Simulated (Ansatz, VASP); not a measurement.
**BaTiO3 in VASP and in Ansatz**

Contents of INCAR:

```
PREC = Accurate ; ENCUT = 520
EDIFF = 1E-8 ; ISMEAR = -1
SIGMA = 0.05 ; LREAL = False
LASPH = True ; NELM = 60
ALGO = Normal ; ISIF = 2
LWAVE = False ; LCHARG = False
GGA = CA ; LEFG = True
NBANDS = 28
```

KPOINTS

```
regular mesh
0
Gamma
  8 8 8
```

Contents of POSCAR:

```
BaTiO3
1.0
    4.0073000000      0.0000000000      0.0000000000
    0.0000000000      4.0073000000      0.0000000000
    0.0000000000      0.0000000000      3.8870810000
Ba Ti O
1 1 3
Direct
    0.5000000000      0.5000000000      0.5000000000
    0.0000000000      0.0000000000      0.0000000000
    0.5000000000      0.0000000000      0.0000000000
    0.0000000000      0.5000000000      0.0000000000
    0.0000000000      0.0000000000      0.5000000000
```

Input for Ansatz:

```yaml
crystal:
  lattice:
    - [4.0073, 0.0, 0.0]
    - [0.0, 4.0073, 0.0]
    - [0.0, 0.0, 3.887081]
  atoms:
    - { symbol: Ba, position: [0.5, 0.5, 0.5] }
    - { symbol: Ti, position: [0.0, 0.0, 0.0] }
    - { symbol: O, position: [0.5, 0.0, 0.0] }
    - { symbol: O, position: [0.0, 0.5, 0.0] }
    - { symbol: O, position: [0.0, 0.0, 0.5] }
kpoints:
  mp_grid: { grid: [8, 8, 8] }
scf:
  occupations: { method: fermi_dirac, width: 0.05 }
hamiltonian:
  xc: lda
  pseudopotentials: { kind: all_electron, datasets: crystal }
output:
  forces: true
  stress: true
  eigenvalues: true
  efg: { contact_densities: true }
```

Change from the starting cell: zz strain of -3 %, crystal datasets.

Alike in both runs: task electric field gradients; functional LDA; k mesh 8 × 8 × 8; occupations fermi-dirac, width 0.05 eV; no spin polarisation.

|  | VASP | Ansatz |
| --- | --- | --- |
| version | VASP 6.6.1 | Ansatz 0.2.0 |
| potentials or method | VASP PAW LDA potentials, release 64 (Ba_sv, Ti_sv, O), cutoff 520 eV | all-electron PAW with datasets made for the crystal, scalar-relativistic |

VASP gave:

* pressure (GPa): -2.0
* traceless stress, the component that is largest in VASP (GPa): 4.52
* size of Vzz on the site where it differs most (V/Å²): 8.8

Q: Which values does Ansatz return?

A: Pressure (GPa): -4.2; traceless stress, the component that is largest in VASP (GPa): 4.36; size of Vzz on the site where it differs most (V/Å²): 9.7.

LDA's correlation is that of Perdew and Zunger in VASP and of Perdew and Wang (1992) in Ansatz. Ansatz ran all-electron here, and VASP with PAW potentials.

Neither program's run includes spin-orbit coupling.
